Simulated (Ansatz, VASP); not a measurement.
Zn2InO: VASP beside Ansatz

INCAR

```
SYSTEM = Zn2InO
ALGO = Normal
EDIFF = 1E-6
ENCUT = 520
GGA = PE
ISIF = 2
ISMEAR = 0
ISPIN = 2
LASPH = .True.
LCHARG = .False.
LORBIT = 11
LREAL = .False.
LWAVE = .False.
MAGMOM = 0 0 0 1
NBANDS = 34
NELM = 150
PREC = Accurate
SIGMA = 0.1
```

File KPOINTS:

```
k-points
0
Gamma
  4 4 6
  0 0 0
```

POSCAR

```
Zn2InO
1.0
    4.3433002200      0.0000000000      0.0000000000
    0.0000000000      4.3433002200      0.0000000000
    0.0000000000      0.0000000000      3.2818150400
Zn In O
2 1 1
Direct
    0.0000000000      0.5000000000      0.5000000000
    0.5000000000      0.0000000000      0.5000000000
    0.0000000000      0.0000000000      0.0000000000
    0.5000000000      0.5000000000      0.5000000000
```

Input for Ansatz:

```yaml
crystal:
  lattice:
    - [4.34330022, 0.0, 0.0]
    - [0.0, 4.34330022, 0.0]
    - [0.0, 0.0, 3.28181504]
  atoms:
    - { symbol: Zn, position: [0.0, 0.5, 0.5] }
    - { symbol: Zn, position: [0.5, 0.0, 0.5] }
    - { symbol: In, position: [0.0, 0.0, 0.0] }
    - { symbol: O, position: [0.5, 0.5, 0.5], spin: 1.0 }
basis:
  ecutwfc: 420
kpoints:
  mp_grid: { grid: [4, 4, 6] }
hamiltonian:
  xc: pbe
scf:
  occupations: { method: gaussian, width: 0.1 }
  lower_state_search: "off"
output:
  forces: true
  stress: true
  eigenvalues: true
  populations: true
magnetization:
  spin_polarized: true
```

Alike in both runs: task single point; functional PBE; k mesh 4 × 4 × 6; occupations gaussian, width 0.1 eV; collinear spin.

```csv
,VASP,Ansatz
version,VASP 6.6.1,Ansatz 0.2.0
potentials or method,"VASP PAW PBE potentials, release 64 (Zn, In_d, O), cutoff 520 eV","scalar-relativistic, plane waves, PAW"
valence electrons in the cell,43,43
```

|  | VASP | Ansatz | Ansatz less VASP |
| --- | --- | --- | --- |
| gap on the k mesh at the Fermi level (eV) | none | none | - |
| pressure (GPa) | 6.5 | 6.3 | -0.26 |
| traceless stress, the component that is largest in VASP (GPa) | 7.31 | 7.48 | +0.166 |
| net moment per atom (μB) | 0.00 | 0.00 | 0.000 |

A gap of «none» marks a metal or a gap that the smearing closes. With one functional, cell and mesh, what is left measures potentials, basis and numerics. Ansatz's warnings: seeded moment not kept.

The k mesh is coarse, so the values compare programs but aren't converged.
